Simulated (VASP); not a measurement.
A run of VASP 6.6.1 is set up as follows.

Contents of INCAR:

```
SYSTEM = V
PREC = Accurate
ENCUT = 600
EDIFF = 1E-6
ISMEAR = -1
SIGMA = 0.05
LREAL = .False.
LASPH = .True.
NELM = 100
ALGO = Normal
ISIF = 3
LWAVE = .False.
LCHARG = .False.
GGA = PS
IBRION = 2
NSW = 32
EDIFFG = -0.005
PSTRESS = 1300.0
```

File KPOINTS:

```
Automatic mesh
0
Gamma
  20 20 20
  0 0 0
```

The input POSCAR:

```
V
1.0
   -1.3156874293      1.3156874293      1.3156874293
    1.3156874293     -1.3156874293      1.3156874293
    1.3156874293      1.3156874293     -1.3156874293
V
1
Direct
    0.0000000000      0.0000000000      0.0000000000
```

Potentials or basis: VASP PAW PBE potentials, release 64 (V_sv).

Command:

```sh
$ cat potpaw_PBE.64/V_sv/POTCAR > POTCAR
$ mpirun -np 1 vasp_std > vasp.out
```

(1) Estimate the relaxed cell.

(2) Estimate the relaxed volume.

## Answers

(1) a = 2.282 Å, b = 2.282 Å, c = 2.282 Å, α = 109.47°, β = 109.47°, γ = 109.47°.

(2) 9.15 Å³/atom.

Caveat: the cell is relaxed towards a set pressure, so the enthalpy falls and the energy may rise; the PAW data sets were made with another functional, which shifts forces and pressure a little.
